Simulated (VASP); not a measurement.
The system is C7N.

```
CELL_PARAMETERS angstrom
0.00000 3.59893 3.59893
3.59893 0.00000 3.59893
3.59893 3.59893 0.00000
ATOMIC_POSITIONS crystal
C 0.50000 0.00000 0.00000
C 0.00000 0.50000 0.50000
C 0.00000 0.50000 0.00000
C 0.50000 0.00000 0.50000
C 0.00000 0.00000 0.50000
C 0.50000 0.50000 0.00000
C 0.50000 0.50000 0.50000
N 0.00000 0.00000 0.00000
```

| Property | Result |
| --- | --- |
| Program | VASP 6.6.1 |
| Task | relaxation of cell and atoms |
| Functional | PBE |
| Potentials or basis | VASP PAW PBE potentials, release 64 (C, N) |
| Cutoff | 600 eV |
| k mesh | 4 × 4 × 4 |
| Occupations | gaussian, width 0.1 eV |
| Spin | no spin polarisation |

At the start: pressure -28.7 GPa; volume 11.65 Å³/atom.

Q: Where does the relaxation end?

A: Over 4 steps the energy falls by 523.6 meV/atom and the volume is 7.51 Å³/atom (-35.6 %); space group Fm-3m (No. 225, to 0.05 Å).

The path:
```csv
step,energy change (eV),largest force (eV/Å),pressure (GPa),volume (Å³)
1,0.0000,0.0000,-28.66,93.23
2,-3.7548,0.0000,-15.56,67.83
3,-4.1849,0.0000,1.75,59.33
4,-4.1887,0.0000,-0.32,60.06
```

Final structure:
```yaml
crystal:
  lattice:
    - [0.00000, 3.10822, 3.10822]
    - [3.10822, 0.00000, 3.10822]
    - [3.10822, 3.10822, 0.00000]
  atoms:
    - { symbol: C, position: [0.50000, 0.00000, 0.00000] }
    - { symbol: C, position: [0.00000, 0.50000, 0.50000] }
    - { symbol: C, position: [0.00000, 0.50000, 0.00000] }
    - { symbol: C, position: [0.50000, 0.00000, 0.50000] }
    - { symbol: C, position: [0.00000, 0.00000, 0.50000] }
    - { symbol: C, position: [0.50000, 0.50000, 0.00000] }
    - { symbol: C, position: [0.50000, 0.50000, 0.50000] }
    - { symbol: N, position: [0.00000, 0.00000, 0.00000] }
```

Caveat: the k points lie up to 0.44 Å⁻¹ apart in the final cell; the volume moved by over 15 % at a fixed basis, so the end points are rough.
